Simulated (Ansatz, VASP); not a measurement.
## Two plane-wave programs on Ag

The input INCAR:

```
PREC = Accurate ; ENCUT = 520
EDIFF = 1E-6 ; ISMEAR = 0
SIGMA = 0.15 ; LREAL = False
LASPH = True ; NELM = 100
ALGO = Fast ; ISIF = 2
LWAVE = False ; LCHARG = False
GGA = PS ; NBANDS = 12
```

Contents of KPOINTS:

```
regular mesh
0
Gamma
  26 26 26
```

Contents of POSCAR:

```
Ag
1.0
    0.0000000000      2.0221390169      2.0272070345
    2.0322750521      0.0000000000      2.0272070345
    2.0322750521      2.0221390169      0.0000000000
Ag
1
Direct
    0.0000000000      0.0000000000      0.0000000000
```

Input for Ansatz:

```yaml
crystal:
  lattice:
    - [0.0, 2.0221390169, 2.0272070345]
    - [2.0322750521, 0.0, 2.0272070345]
    - [2.0322750521, 2.0221390169, 0.0]
  atoms:
    - { symbol: Ag, position: [0.0, 0.0, 0.0] }
basis:
  ecutwfc: 420
kpoints:
  mp_grid: { grid: [26, 26, 26] }
hamiltonian:
  xc: pbesol
scf:
  occupations: { method: gaussian, width: 0.15 }
output:
  forces: true
  stress: true
  eigenvalues: true
```

Change from the starting cell: strain +0.0025 x Voigt [1, -1, 0, 0, 0, 0], atoms carried along.

Alike in both runs: task single point; functional PBEsol; k mesh 26 × 26 × 26; occupations gaussian, width 0.15 eV; no spin polarisation.

```csv
,VASP,Ansatz
version,VASP 6.6.1,Ansatz 0.2.0
potentials or method,"VASP PAW PBE potentials, release 64 (Ag), cutoff 520 eV","scalar-relativistic, plane waves, PAW"
valence electrons in the cell,11,19
```

```tsv
	VASP	Ansatz	Ansatz less VASP
gap on the k mesh at the Fermi level (eV)	none	none	-
pressure (GPa)	-0.2	-0.1	+0.11
traceless stress, the component that is largest in VASP (GPa)	-0.11	-0.11	-0.001
```

VASP's potentials were made for PBE, not for PBEsol. A gap of «none» marks a metal or a gap that the smearing closes. VASP's potentials hold 11 valence electrons a cell and Ansatz's 19, so a difference there can come from the potentials and not from the codes.
